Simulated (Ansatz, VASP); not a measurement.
**One calculation of Nb2SiO3, two programs**

```
Nb Si O
1.0
     3.65779    0.00000    0.00000
     0.00000    3.65779    0.00000
     0.00000    0.00000    5.99256
Nb Si O
2 1 3
Direct
  0.50000 0.00000 0.80403
  0.00000 0.50000 0.80403
  0.00000 0.00000 0.14695
  0.50000 0.00000 0.21080
  0.00000 0.50000 0.21080
  0.00000 0.00000 0.36519
```

Alike in both runs: task relaxation of cell and atoms; functional PBE; k mesh 3 × 3 × 2; occupations gaussian, width 0.15 eV; no spin polarisation.

|  | VASP | Ansatz |
| --- | --- | --- |
| version | VASP 6.6.1 | Ansatz 0.2.0 |
| potentials or method | VASP PAW PBE potentials, release 64 (Nb_sv, Si, O), cutoff 600 eV | scalar-relativistic, plane waves, PAW |
| valence electrons in the cell | 48 | 48 |

|  | VASP | Ansatz | Ansatz less VASP |
| --- | --- | --- | --- |
| gap on the k mesh at the Fermi level, each at its own relaxed structure (eV) | none | none | - |
| relaxed volume (Å³/atom) | 12.35 | 12.36 | +0.014 |
| relaxed cell length with the largest relative difference (Å) | 5.259 | 5.286 | +0.0268 |

A gap of «none» marks a metal or a gap that the smearing closes.

The k mesh is coarse, so the values compare programs but aren't converged.
